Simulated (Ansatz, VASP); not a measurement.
# Two plane-wave programs on As

```xyz
2
Lattice="3.5136 0.0000 0.0000 -1.7568 3.0429 0.0000 0.0000 0.0000 28.0000" Properties=species:S:1:pos:R:3 pbc="T T T"
As    0.0000    2.0286   14.6906
As    1.7568    1.0143   13.3094
```

Alike in both runs: functional LDA; k mesh 9 × 9 × 1; occupations gaussian, width 0.02 eV; no spin polarisation.

Ansatz relaxed the structure, and its values are those at the end. VASP's run is a single point on that final structure, the one shown.

|  | VASP | Ansatz |
| --- | --- | --- |
| version | VASP 6.6.1 | Ansatz 0.2.0 |
| potentials or method | VASP PAW LDA potentials, release 64 (As_d), cutoff 520 eV | scalar-relativistic, plane waves, PAW |
| valence electrons in the cell | 30 | 30 |

```csv
,VASP,Ansatz,Ansatz less VASP
gap on the k mesh at the Fermi level (eV),1.43,1.43,-0.005
least direct gap on the mesh (eV),2.11,2.10,-0.011
rms of the force components (eV/Å),0.036,0.000,-0.0356
```

LDA's correlation is that of Perdew and Zunger in VASP and of Perdew and Wang (1992) in Ansatz.
